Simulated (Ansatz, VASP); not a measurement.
MgS: VASP beside Ansatz

File INCAR:

```
ALGO = Normal
EDIFF = 1E-7
ENCUT = 520
GGA = PS
ISIF = 2
ISMEAR = 0
LASPH = T
LCHARG = T
LELF = T
LREAL = F
LVHAR = T
LWAVE = F
NBANDS = 11
NELM = 100
PREC = Accurate
SIGMA = 0.01
```

KPOINTS

```
k-points
0
Gamma
  8 8 8
```

Contents of POSCAR:

```
MgS
1.0
    0.0000000000      2.5780062131      2.5780062131
    2.5780062131      0.0000000000      2.5780062131
    2.5780062131      2.5780062131      0.0000000000
Mg S
1 1
Direct
    0.0000000000      0.0000000000      0.0000000000
    0.5000000000      0.5000000000      0.5000000000
```

Input for Ansatz:

```yaml
crystal:
  lattice:
    - [0.0, 2.57800621314, 2.57800621314]
    - [2.57800621314, 0.0, 2.57800621314]
    - [2.57800621314, 2.57800621314, 0.0]
  atoms:
    - { symbol: Mg, position: [0.0, 0.0, 0.0] }
    - { symbol: S, position: [0.5, 0.5, 0.5] }
kpoints:
  mp_grid: { grid: [8, 8, 8] }
scf:
  occupations: { method: fixed }
  convergence: { dr2_threshold: 1.0e-10 }
hamiltonian:
  xc: pbesol
  pseudopotentials: { kind: all_electron, lapw: { basis_error: 0.0005 } }
output:
  forces: true
  stress: true
  eigenstates:
    kpoints:
      - [0.0, 0.0, 0.0]
      - [0.0, -0.5, -0.5]
      - [-0.5, 0.0, -0.5]
      - [-0.5, -0.5, 0.0]
      - [-0.5, 0.0, 0.0]
      - [0.0, -0.5, 0.0]
      - [0.0, 0.0, -0.5]
      - [-0.5, -0.5, -0.5]
  eigenvalues: true
```

Alike in both runs: task single point; functional PBEsol; k mesh 8 × 8 × 8; no spin polarisation.

```csv
,VASP,Ansatz
version,VASP 6.6.1,Ansatz 0.2.0
potentials or method,"VASP PAW PBE potentials, release 64 (Mg, S), cutoff 520 eV","all-electron LAPW, scalar-relativistic"
occupations,"gaussian, width 0.01 eV",fixed
```

|  | VASP | Ansatz | Ansatz less VASP |
| --- | --- | --- | --- |
| gap on the k mesh at the Fermi level (eV) | 2.76 | 2.76 | -0.002 |
| pressure (GPa) | 1.0 | 1.2 | +0.17 |

VASP's potentials were made for PBE, not for PBEsol. Ansatz ran all-electron here, and VASP with PAW potentials.
